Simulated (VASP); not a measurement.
# NaCl: relaxation of cell and atoms with BLYP

NaCl:

```
Cl Na
1.0
     0.00000    2.79406    2.79406
     2.79406    0.00000    2.79406
     2.79406    2.79406    0.00000
Cl Na
1 1
Cartesian
  2.7941 2.7941 2.7941
  0.0000 0.0000 0.0000
```

* Program: VASP 6.6.1
* Task: relaxation of cell and atoms
* Functional: BLYP
* Potentials or basis: VASP PAW PBE potentials, release 64 (Cl, Na_pv)
* Cutoff: 600 eV
* k mesh: 8 × 8 × 8
* Occupations: fermi-dirac, width 0.05 eV
* Spin: no spin polarisation
* Dipole correction: no
* Further INCAR settings: ALGO = Normal; EDIFF = 1e-07; IBRION = 2; EDIFFG = -0.02; NSW = 80; ISIF = 3

- Relaxed volume: 23.76 Å³/atom
- Relaxed cell: a = 4.066 Å, b = 4.066 Å, c = 4.066 Å, α = 60.00°, β = 60.00°, γ = 60.00°
- Space group after relaxing (to 0.05 Å): Fm-3m (No. 225)
- Energy gained by relaxing: 14.2 meV/atom
- Ionic steps: 3
- Pressure after relaxing: 0.1 GPa
- Band gap on the k mesh: 4.93 eV, direct

The path:
```csv
step,energy change (eV),largest force (eV/Å),pressure (GPa),volume (Å³)
1,0.0000,0.0000,2.42,43.63
2,-0.0225,0.0000,1.01,45.74
3,-0.0284,0.0000,0.06,47.52
```

Final structure:
```
Cl Na
1.0
     0.00000    2.87495    2.87495
     2.87495    0.00000    2.87495
     2.87495    2.87495    0.00000
Cl Na
1 1
Direct
  0.50000 0.50000 0.50000
  0.00000 0.00000 0.00000
```

Levels at points of the mesh, in eV from the valence-band top:
| k point | band 3 | band 4 | band 5 | band 6 | band 7 | band 8 | band 9 | band 10 | band 11 |
| --- | --- | --- | --- | --- | --- | --- | --- | --- | --- |
| (0.00, 0.00, 0.00) | -21.20 | -12.51 | 0.00 | 0.00 | 0.00 | 4.93 | 11.07 | 11.07 | 11.07 |
| (0.50, 0.00, 0.00) | -21.20 | -12.23 | -1.75 | -0.23 | -0.23 | 7.25 | 10.17 | 10.80 | 10.80 |
| (0.50, 0.50, 0.00) | -21.21 | -12.18 | -1.49 | -0.54 | -0.54 | 7.29 | 8.24 | 11.03 | 14.24 |

It took 26 s on 1 thread of Intel(R) Xeon(R) 6975P-C (Granite Rapids) (shared host), peak memory 0.17 GiB.

Caveat: the PAW data sets were made with another functional, which shifts forces and pressure a little. A k mesh can miss the band edges.
